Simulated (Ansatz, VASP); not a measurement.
One calculation of Au, two programs

```
Au
1.0
     2.91330    0.00000    0.00000
    -1.45665    2.52299    0.00000
     0.00000    0.00000    4.87326
Au
2
Direct
  0.33333 0.66667 0.25000
  0.66667 0.33333 0.75000
```

Alike in both runs: task single point; functional LDA; k mesh 14 × 14 × 8; occupations fermi-dirac, width 0.1 eV; no spin polarisation.

|  | VASP | Ansatz |
| --- | --- | --- |
| version | VASP 6.6.1 | Ansatz 0.2.0 |
| potentials or method | VASP PAW LDA potentials, release 64 (Au), cutoff 520 eV | plane waves (420 eV) with PAW, scalar-relativistic |
| valence electrons in the cell | 22 | 38 |

Ansatz gave:

* pressure (GPa): -11.7
* traceless stress, the component that is largest in VASP (GPa): 0.49

Task: What did VASP give for the same quantities?

Result: Pressure (GPa): -11.3; traceless stress, the component that is largest in VASP (GPa): 0.40.

Ansatz warns that its potentials were made for another functional, while VASP's fit it. LDA's correlation is that of Perdew and Zunger in VASP and of Perdew and Wang (1992) in Ansatz. VASP's potentials hold 22 valence electrons a cell and Ansatz's 38, so a difference there can come from the potentials and not from the codes.

Spin-orbit coupling is off throughout.
